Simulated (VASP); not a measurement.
Crystal: CdO.

```
Cd O
1.0
     0.00000    2.36506    2.36506
     2.36506    0.00000    2.36506
     2.36506    2.36506    0.00000
Cd O
1 1
Cartesian
  0.0000 0.0000 0.0000
  2.3651 2.3651 2.3651
```

Base run:

```yaml
Program: VASP 6.6.1
Functional: BLYP
Potentials_or_basis: VASP PAW PBE potentials, release 64 (Cd_sv_GW, O)
Cutoff: 700 eV
k_mesh: 10 × 10 × 10
Occupations: fermi-dirac, width 0.05 eV
Spin: no spin polarisation
```

Its results: band gap on the k mesh zero (bands 13 and 14 overlap by 0.30 eV); pressure 8.5 GPa.

The run is repeated on the same cell with these changes: functional from BLYP to LDA; potentials or basis from VASP PAW PBE potentials, release 64 (Cd_sv_GW, O) to VASP PAW LDA potentials, release 64 (Cd_sv_GW, O). What comes out?

Band gap on the k mesh zero (bands 13 and 14 overlap by 0.54 eV); pressure -8.5 GPa.

Caveats: semilocal functionals underestimate gaps, and a narrow one can read as zero; the cell stands under pressure (at least some runs); the PAW data sets were made with another functional, which shifts forces and pressure a little (at least some runs); the cell stands under tension (at least some runs).
